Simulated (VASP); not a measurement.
Write the native input for VASP 6.6.1 that does the following.

```
Task                   : single point
Functional             : r2SCAN
Potentials or basis    : VASP PAW PBE potentials, release 64 (Ce, O)
Cutoff                 : 800 eV
k mesh                 : 8 × 8 × 8
Occupations            : gaussian, width 0.01 eV
Spin                   : no spin polarisation
Dipole correction      : no
Further INCAR settings : ALGO = Normal; EDIFF = 1e-06; NBANDS = 19
```

The system is CeO2.

```
Ce O
1.0
     0.00000    2.71865    2.71865
     2.71865    0.00000    2.71865
     2.71865    2.71865    0.00000
Ce O
1 2
Direct
  0.00000 0.00000 0.00000
  0.25000 0.25000 0.25000
  0.75000 0.75000 0.75000
```

These files were run (other wordings do the same):

POSCAR

```
CeO2
1.0
    0.0000000000      2.7186496227      2.7186496227
    2.7186496227      0.0000000000      2.7186496227
    2.7186496227      2.7186496227      0.0000000000
Ce O
1 2
Direct
    0.0000000000      0.0000000000      0.0000000000
    0.2500000000      0.2500000000      0.2500000000
    0.7500000000      0.7500000000      0.7500000000
```

INCAR.step1

```
SYSTEM = CeO2
  PREC = Accurate
  ENCUT = 800
  ISMEAR = 0
  SIGMA = 0.01
  LREAL = .FALSE.
  LASPH = .TRUE.
  NELM = 200
  NBANDS = 19
  GGA = PE
  ALGO = Normal
  EDIFF = 1E-5
  LWAVE = .TRUE.
  LCHARG = .FALSE.
  GGA_COMPAT = .FALSE.
  LMAXMIX = 6
```

INCAR.step2

```
SYSTEM = CeO2
  PREC = Accurate
  ENCUT = 800
  EDIFF = 1E-6
  ISMEAR = 0
  SIGMA = 0.01
  LREAL = .FALSE.
  LASPH = .TRUE.
  NELM = 200
  ALGO = Normal
  ISIF = 2
  LWAVE = .FALSE.
  LCHARG = .FALSE.
  METAGGA = R2SCAN
  LMIXTAU = .TRUE.
  NBANDS = 19
  ISTART = 1
  GGA_COMPAT = .FALSE.
  LMAXMIX = 6
```

KPOINTS

```
regular mesh
0
G
  8 8 8
  0 0 0
```

Potentials or basis: VASP PAW PBE potentials, release 64 (Ce, O).

Launch:

```bash
$ cat potpaw_PBE.64/Ce/POTCAR potpaw_PBE.64/O/POTCAR > POTCAR
$ cp INCAR.step1 INCAR
$ mpirun -np 1 vasp_std > vasp.out
$ cp INCAR.step2 INCAR
$ mpirun -np 1 vasp_std > vasp.out
```

It gave:

The pressure is 0.0 GPa. The band gap on the k mesh is 2.16 eV (least direct gap 2.29 eV).

Caveat: the PAW data sets were made with another functional, which shifts forces and pressure a little; spin-orbit coupling is left out, which moves the levels of the heavy elements.

Wall time 87 s on 1 thread of Intel(R) Xeon(R) 6975P-C (Granite Rapids), on a shared host, peak memory 0.25 GiB.
